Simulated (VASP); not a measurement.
# Mg (I4/mmm) in VASP: a series of runs

Mg is run at these levels: PBEsol, r2SCAN, PBE, PBE+D3(BJ); tasks: single point.

Everything below comes from runs of VASP 6.6.1. Logs are shortened: lines on timing, memory, paths and dates and some standing lists are left out, and cuts for length are marked.

### 1 The cell of the first run

Symmetry: I4/mmm, No. 139, tetragonal system. Conventional cell: a = 3.672 Å, b = 3.672 Å, c = 3.359 Å, α = 90.00°, β = 90.00°, γ = 90.00°. Mg (site symmetry 4/mmm) has 14 Mg at 3.09 to 3.67 Å within 4.1 Å.

### 2 Single point, PBEsol

Input file INCAR:

```
SYSTEM = Mg
PREC     = Accurate       ! precision mode
ENCUT    = 600            ! plane-wave cutoff, eV
EDIFF    = 1E-6           ! SCF threshold, eV
ISMEAR   = -1             ! smearing method
SIGMA    = 0.051703999572871064 ! smearing width, eV
LREAL    = .FALSE.        ! projectors in reciprocal space
LASPH    = .TRUE.         ! aspherical terms in the spheres
NELM     = 120            ! most SCF steps
ALGO     = Normal         ! electronic algorithm
ISIF     = 2              ! what is computed and relaxed
LWAVE    = .FALSE.        ! write WAVECAR
LCHARG   = .TRUE.         ! write CHGCAR
GGA      = PS             ! functional
LELF     = .TRUE.         ! ELF
LVHAR    = .TRUE.       
NBANDS   = 7              ! bands
GGA_COMPAT= .FALSE.
```

Input file KPOINTS:

```
Automatic mesh
0
G
  5 5 5
  0 0 0
```

Input file POSCAR:

```
Mg
1.0
   -1.8359916300      1.8359916300      1.6794040200
    1.8359916300     -1.8359916300      1.6794040200
    1.8359916300      1.8359916300     -1.6794040200
Mg
1
Direct
    0.0000000000      0.0000000000      0.0000000000
```

Potentials or basis: VASP PAW PBE potentials, release 64 (Mg).

On the command line:

```
cat potpaw_PBE.64/Mg/POTCAR > POTCAR
mpirun -np 1 vasp_std > vasp.out
```

OUTCAR:

```text
SYSTEM = Mg
   PREC = Accurate
   ENCUT = 600
   EDIFF = 1E-6
   ISMEAR = -1
   LREAL = .FALSE.
   LASPH = .TRUE.
   NELM = 120
   ISIF = 2
   GGA = PS

 ion  position               nearest neighbor table
   1  0.000  0.000  0.000-

  LATTYP: Found a body centered tetragonal cell.
 ALAT       =     3.6719832600
 C/A-ratio  =     0.9147122419

  Lattice vectors:

 A1 = (  -1.8359916300,   1.8359916300,   1.6794040200)
 A2 = (   1.8359916300,  -1.8359916300,   1.6794040200)
 A3 = (   1.8359916300,   1.8359916300,  -1.6794040200)

Analysis of symmetry for initial positions (statically):
=====================================================================
 Subroutine PRICEL returns:
 Original cell was already a primitive cell.

 Routine SETGRP: Setting up the symmetry group for a
 body centered tetragonal supercell.

 Subroutine GETGRP returns: Found 16 space group operations
 (whereof 16 operations were pure point group operations)
 out of a pool of 16 trial point group operations.

The static configuration has the point symmetry D_4h.

Analysis of symmetry for dynamics (positions and initial velocities):
=====================================================================
 Subroutine PRICEL returns:
 Original cell was already a primitive cell.

 Routine SETGRP: Setting up the symmetry group for a
 body centered tetragonal supercell.

 Subroutine GETGRP returns: Found 16 space group operations
 (whereof 16 operations were pure point group operations)
 out of a pool of 16 trial point group operations.

The dynamic configuration has the point symmetry D_4h.

 Subroutine INISYM returns: Found 16 space group operations
 (whereof 16 operations are pure point group operations),
 and found     1 'primitive' translations

----------------------------------------------------------------------------------------

                                     Primitive cell

  volume of cell :      22.6442

  direct lattice vectors                    reciprocal lattice vectors
    -1.835991630  1.835991630  1.679404020     0.000000000  0.272332396  0.297724665
     1.835991630 -1.835991630  1.679404020     0.272332396  0.000000000  0.297724665
     1.835991630  1.835991630 -1.679404020     0.272332396  0.272332396  0.000000000

  length of vectors
     3.092269133  3.092269133  3.092269133     0.403490905  0.403490905  0.385136168

  position of ions in fractional coordinates (direct lattice)
     0.000000000  0.000000000  0.000000000

  ion indices of the primitive-cell ions
   primitive index   ion index
                 1           1

----------------------------------------------------------------------------------------

 KPOINTS: Automatic mesh

Automatic generation of k-mesh.
 Grid dimensions read from file:
 generate k-points for:    5    5    5

 Generating k-lattice:

  Cartesian coordinates                     Fractional coordinates (reciprocal lattice)
     0.000000000  0.054466479  0.059544933     0.200000000  0.000000000 -0.000000000
     0.054466479  0.000000000  0.059544933     0.000000000  0.200000000 -0.000000000
     0.054466479  0.054466479  0.000000000     0.000000000  0.000000000  0.200000000

  Length of vectors
     0.080698181  0.080698181  0.077027234

  Shift w.r.t. Gamma in fractional coordinates (k-lattice)
     0.000000000  0.000000000  0.000000000

 Subroutine IBZKPT returns following result:
 ===========================================

 Found     18 irreducible k-points:

 Following reciprocal coordinates:
            Coordinates               Weight
  0.000000  0.000000  0.000000      1.000000
  0.200000  0.000000 -0.000000      8.000000
  0.400000  0.000000  0.000000      8.000000
  0.200000  0.200000 -0.000000      8.000000
  0.400000  0.200000 -0.000000     16.000000
 -0.400000  0.200000  0.000000     16.000000
[... 10 lines left out ...]
 -0.400000  0.400000  0.400000      4.000000
 -0.400000 -0.400000  0.400000      2.000000
   k-points           NKPTS =     18   k-points in BZ     NKDIM =     18   number of bands    NBANDS=      7
   number of dos      NEDOS =    301   number of ions     NIONS =      1
   total plane-waves  NPLWV =  21952
   dimension x,y,z NGX =    28 NGY =   28 NGZ =   28
   dimension x,y,z NGXF=    56 NGYF=   56 NGZF=   56
   ions per type =               1
   NGX,Y,Z   is equivalent  to a cutoff of  15.05, 15.05, 15.05 a.u.
   NGXF,Y,Z  is equivalent  to a cutoff of  30.11, 30.11, 30.11 a.u.
 SYSTEM =  Mg
   PREC   = accura    normal or accurate (medium, high low for compatibility)
   ISTART =      0    job   : 0-new  1-cont  2-samecut
   ICHARG =      2    charge: 1-file 2-atom 10-const
   ISPIN  =      1    spin polarized calculation?
   LNONCOLLINEAR =      F non collinear calculations
   LSORBIT =      F    spin-orbit coupling
   LASPH  =      T    aspherical Exc in radial PAW
   ENCUT  =  600.0 eV  44.10 Ry    6.64 a.u.   6.18  6.18  6.18*2*pi/ulx,y,z
   NELM   =    120;   NELMIN=  2; NELMDL= -5     # of ELM steps
   EDIFF  = 0.1E-05   stopping-criterion for ELM
   LREAL  =      F    real-space projection
   EDIFFG = 0.1E-04   stopping-criterion for IOM
   NSW    =      0    number of steps for IOM
   IBRION =     -1    ionic relax: 0-MD 1-quasi-New 2-CG
   NFREE  =      0    steps in history (QN), initial steepest desc. (CG)
   ISIF   =      2    stress and relaxation
   ISYM   =      2    0-nonsym 1-usesym 2-fastsym
   POTIM  = 0.5000    time-step for ionic-motion
   TEBEG  =    0.0;   TEEND  =   0.0 temperature during run
   PSTRESS=    0.0 pullay stress
   NELECT =       2.0000    total number of electrons
   NUPDOWN=      -1.0000    fix difference up-down
   EMIN   =  10.00;   EMAX   =-10.00  energy-range for DOS
   EFERMI =   0.00;   METHOD = LEGACY
   ISMEAR =    -1;   SIGMA  =   0.05  broadening in eV -4-tet -1-fermi 0-gaus
   EFERMI_NEDOS =   21; number of points for ismear=-14 and -15
   IALGO  =     38    algorithm
   IMIX   =      4    mixing-type and parameters
     AMIX     =   0.40;   BMIX     =  1.00
     AMIX_MAG =   1.60;   BMIX_MAG =  1.00
  volume/ion in A,a.u.               =      22.64       152.81
  Fermi-wavevector in a.u.,A,eV,Ry     =   0.729065  1.377732  7.231974  0.531535
  Thomas-Fermi vector in A             =   1.820694
   LORBIT       =      0    0 simple, 1 ext, 2 COOP (PROOUT), +10 PAW based schemes
   GGA     = PS    functional components
   LHFCALC =     F    Hartree Fock is set to
   AEXX    =    0.0000 exact exchange contribution
   IVDW    =     0    specifies the selected vdW correction
   LEPSILON=     F    determine dielectric tensor
   LRPA    =     F    only Hartree local field effects (RPA)
 non-spin polarized calculation
  energy-cutoff  :      600.00
  volume of cell :       22.64
 maximum number of plane-waves:       782
 NGX is ok and might be reduce to    28
   NGX = 13   NGY = 13   NGZ = 13

 number of electron       2.0000000 magnetization

 Free energy of the ion-electron system (eV)
  ---------------------------------------------------
  ext. energy  EPLUGINS =         0.00000000
  ---------------------------------------------------
  free energy    TOTEN  =        -1.66612927 eV

  energy without entropy =       -1.65787477  energy(sigma->0) =       -1.66200202

 E-fermi :   2.6347     XC(G=0):  -8.5786

 val. band max:        2.5780300752   @ k =  -0.4000   0.4000   0.4000
 cond. band min:       2.7104963992   @ k =   0.4000   0.2000  -0.0000
 fundamental gap:      0.1324663241
 Fermi energy:         2.6347191089

 k-point     1 :       0.0000    0.0000    0.0000
  band No.  band energies     occupation
      1      -4.3215      2.00000
      2      14.6243      0.00000
      3      16.4776      0.00000
      4      16.4776      0.00000
      5      16.8250      0.00000
      6      17.0415      0.00000
      7      17.0415      0.00000

 k-point     2 :       0.2000    0.0000   -0.0000
  band No.  band energies     occupation
      1      -3.3434      2.00000
      2      10.4523      0.00000
      3      12.5290      0.00000
      4      13.7649      0.00000
      5      14.1422      0.00000
      6      16.0457      0.00000
      7      18.9857      0.00000

 k-point     3 :       0.4000    0.0000    0.0000
  band No.  band energies     occupation
      1      -0.4732      2.00000
      2       4.2312      0.00000
      3      11.0597      0.00000
      4      11.8965      0.00000
      5      12.6231      0.00000
      6      14.3050      0.00000
      7      20.8521      0.00000

 k-point     4 :       0.2000    0.2000   -0.0000
  band No.  band energies     occupation
      1      -1.3338      2.00000
      2       7.1866      0.00000
      3       7.8407      0.00000
      4      11.3868      0.00000
      5      15.5556      0.00000
      6      16.1948      0.00000
      7      19.4795      0.00000

 k-point     5 :       0.4000    0.2000   -0.0000
  band No.  band energies     occupation
      1       1.9027      2.00000
      2       2.7105      0.37523
      3       6.3755      0.00000
      4      10.9947      0.00000
      5      14.7404      0.00000
      6      18.1779      0.00000
      7      19.7732      0.00000
[... 101 lines left out ...]
 k-point    16 :      -0.2000   -0.2000    0.2000
  band No.  band energies     occupation
      1      -2.2047      2.00000
      2      10.0783      0.00000
      3      10.0783      0.00000
      4      11.0184      0.00000
      5      12.6678      0.00000
      6      16.7130      0.00000
      7      18.7610      0.00000

 k-point    17 :      -0.4000    0.4000    0.4000
  band No.  band energies     occupation
      1       2.5780      1.49918
      2       6.2824      0.00000
      3       7.0547      0.00000
      4       8.4337      0.00000
      5       9.5503      0.00000
      6      12.1195      0.00000
      7      23.3076      0.00000

 k-point    18 :      -0.4000   -0.4000    0.4000
  band No.  band energies     occupation
      1       3.8062      0.00000
      2       6.3585      0.00000
      3       6.3585      0.00000
      4       6.7868      0.00000
      5       8.7698      0.00000
      6      14.3752      0.00000
      7      22.8730      0.00000

------------------------ aborting loop because EDIFF is reached ----------------------------------------

  FORCE on cell =-STRESS in cart. coord.  units (eV):
  Direction    XX          YY          ZZ          XY          YZ          ZX
  --------------------------------------------------------------------------------------
  -------------------------------------------------------------------------------------
  Total        0.0870540      0.0870540     -0.2354231      0.0000000      0.0000000      0.0000000
  in kB        6.1594617      6.1594617    -16.6572403      0.0000000      0.0000000      0.0000000
  external PRESSURE =      -1.4461056 kB  Pullay stress =       0.0000000 kB

 VOLUME and BASIS-vectors are now :
 -----------------------------------------------------------------------------
  energy-cutoff  :      600.00
  volume of cell :       22.64
      direct lattice vectors                 reciprocal lattice vectors
    -1.835991630  1.835991630  1.679404020     0.000000000  0.272332396  0.297724665
     1.835991630 -1.835991630  1.679404020     0.272332396  0.000000000  0.297724665
     1.835991630  1.835991630 -1.679404020     0.272332396  0.272332396  0.000000000

 POSITION                                       TOTAL-FORCE (eV/Angst)
 -----------------------------------------------------------------------------------
      0.00000      0.00000      0.00000         0.000000     -0.000000      0.000000
 -----------------------------------------------------------------------------------
    total drift:                                0.000000     -0.000000     -0.000000

  FREE ENERGIE OF THE ION-ELECTRON SYSTEM (eV)
  ---------------------------------------------------
  free  energy   TOTEN  =        -1.6661292689 eV

  energy  without entropy=       -1.6578747652  energy(sigma->0) =       -1.66200202
```

It took 5.4 s on 1 thread of Intel Xeon Platinum 8375C at 2.90GHz (Ice Lake), shared host; peak memory 0.15 GiB.

What came out:

```yaml
Free_energy: -1.6661 eV
Pressure: -0.1 GPa
Band_gap_on_the_k_mesh: zero (bands 1 and 2 overlap by 1.72 eV)
```

Caveat: the k points lie up to 0.51 Å⁻¹ apart, too coarse for converged energies and pressures of a metal; the PAW data sets were made with another functional, which shifts forces and pressure a little.

### 3 Single point, r2SCAN

POSCAR is that of step 2.

Input file INCAR.step1:

```
SYSTEM = Mg
ALGO     = Normal         ! electronic algorithm
EDIFF    = 1E-5           ! SCF threshold, eV
ENCUT    = 660            ! plane-wave cutoff, eV
GGA      = PE             ! functional
GGA_COMPAT= .False.      
ISMEAR   = 1              ! smearing method
ISYM     = 0            
LASPH    = .True.         ! aspherical terms in the spheres
LCHARG   = .False.        ! write CHGCAR
LREAL    = .False.        ! projectors in reciprocal space
LWAVE    = .True.         ! write WAVECAR
NBANDS   = 7              ! bands
NELM     = 120            ! most SCF steps
PREC     = Accurate       ! precision mode
SIGMA    = 0.057          ! smearing width, eV
```

Input file INCAR.step2:

```
SYSTEM = Mg
ALGO     = Normal         ! electronic algorithm
EDIFF    = 1E-6           ! SCF threshold, eV
ENCUT    = 660            ! plane-wave cutoff, eV
GGA_COMPAT= .False.      
ISIF     = 2              ! what is computed and relaxed
ISMEAR   = 1              ! smearing method
ISTART   = 1            
ISYM     = 0            
LASPH    = .True.         ! aspherical terms in the spheres
LCHARG   = .False.        ! write CHGCAR
LMIXTAU  = .True.       
LREAL    = .False.        ! projectors in reciprocal space
LWAVE    = .False.        ! write WAVECAR
METAGGA  = R2SCAN         ! meta-GGA
NBANDS   = 7              ! bands
NELM     = 120            ! most SCF steps
PREC     = Accurate       ! precision mode
SIGMA    = 0.057          ! smearing width, eV
```

Input file KPOINTS:

```
Automatic mesh
0
Gamma
  2 3 1
  0.5 0.5 0.5
```

Potentials or basis: VASP PAW PBE potentials, release 64 (Mg).

On the command line:

```
cat potpaw_PBE.64/Mg/POTCAR > POTCAR
cp INCAR.step1 INCAR
mpirun -np 1 vasp_std > vasp.out
cp INCAR.step2 INCAR
mpirun -np 1 vasp_std > vasp.out
```

Wall time 11 s (1 thread of Intel Xeon Platinum 8375C at 2.90GHz (Ice Lake), shared host); peak memory 0.15 GiB.

The run converged, but its numbers aren't listed here, since they failed a check.

Caveat: the k points lie up to 2.11 Å⁻¹ apart; the mesh shows a gap though the element is a metal; the PAW data sets were made with another functional, which shifts forces and pressure a little.

### 4 Single point, PBE, collinear spin, zero start

Input file INCAR:

```
SYSTEM = Mg
PREC = Accurate ; ENCUT = 600
EDIFF = 1E-6 ; ISMEAR = 0
SIGMA = 0.1 ; LREAL = .False.
LASPH = .True. ; NELM = 200
ALGO = Normal ; ISIF = 2
LWAVE = .False. ; LCHARG = .False.
ISPIN = 2 ; MAGMOM = 0
LORBIT = 11 ; GGA = PE
NBANDS = 11 ; GGA_COMPAT = .False.
```

Input file KPOINTS:

```
regular mesh
0
Gamma
  4 4 4
  0 0 0
```

POSCAR is that of step 3.

On the command line:

```
cat potpaw_PBE.64/Mg/POTCAR > POTCAR
mpirun -np 1 vasp_std > vasp.out
```

Wall time 12 s (1 thread of Intel Xeon Platinum 8375C at 2.90GHz (Ice Lake), shared host); peak memory 0.16 GiB.

It converged, with:

```
Free energy                                           : -1.5103 eV
Pressure                                              : 0.2 GPa
Band gap on the k mesh                                : zero (filled and empty bands overlap)
Net moment                                            : 0.00 μB per cell
Valence electrons inside the program's atomic spheres : Mg 0.35
```

Stress tensor (GPa, compression positive):
```
 0.75  0.00  0.00
 0.00  0.75  0.00
 0.00  0.00 -0.96
```

Levels at points of the mesh, in eV from the Fermi level:
Spin up:
```tsv
k point	band 1	band 2	band 3	band 4
(0.00, 0.00, 0.00)	-6.82	12.15	14.01	14.01
(0.50, 0.00, 0.00)	-1.17	-0.48	8.39	9.18
(0.50, 0.50, 0.00)	-1.56	-1.14	10.01	10.72
(0.50, 0.50, 0.50)	3.41	3.41	3.79	4.33
```
Spin down:
| k point | band 1 | band 2 | band 3 | band 4 |
| --- | --- | --- | --- | --- |
| (0.00, 0.00, 0.00) | -6.82 | 12.15 | 14.01 | 14.01 |
| (0.50, 0.00, 0.00) | -1.17 | -0.48 | 8.39 | 9.18 |
| (0.50, 0.50, 0.00) | -1.56 | -1.14 | 10.01 | 10.72 |
| (0.50, 0.50, 0.50) | 3.41 | 3.41 | 3.79 | 4.33 |

Caveat: the k points lie up to 0.63 Å⁻¹ apart, too coarse for converged energies and pressures of a metal.

(Continued in part 2 of 2.)
